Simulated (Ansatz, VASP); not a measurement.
# Lu4ZrO in VASP and in Ansatz

```
Lu Zr O
1.0
    -3.33638    3.33638    3.49383
     3.33638   -3.33638    3.49383
     3.33638    3.33638   -3.49383
Lu Zr O
4 1 1
Direct
  0.50000 0.50000 0.50000
  0.00000 0.00000 0.50000
  0.50000 0.00000 0.00000
  0.00000 0.50000 0.00000
  0.50000 0.50000 0.00000
  0.00000 0.00000 0.00000
```

Alike in both runs: functional PBE; k mesh 8 × 8 × 8; occupations gaussian, width 0.1 eV; no spin polarisation.

Ansatz relaxed the structure, and its values are those at the end. VASP's run is a single point on that final structure, the one shown.

|  | VASP | Ansatz |
| --- | --- | --- |
| version | VASP 6.6.1 | Ansatz 0.2.0 |
| potentials or method | VASP PAW PBE potentials, release 64 (Lu, Zr_sv, O), cutoff 520 eV | scalar-relativistic, plane waves, PAW |
| valence electrons in the cell | 118 | 118 |

Ansatz gave:

| Item | Value |
| --- | --- |
| gap on the k mesh at the Fermi level (eV) | none |
| pressure (GPa) | 0.0 |

Q: Which values does VASP return?

A: gap on the k mesh at the Fermi level (eV): none; pressure (GPa): 0.1.

A gap of «none» marks a metal or a gap that the smearing closes.

Spin-orbit coupling is off throughout.
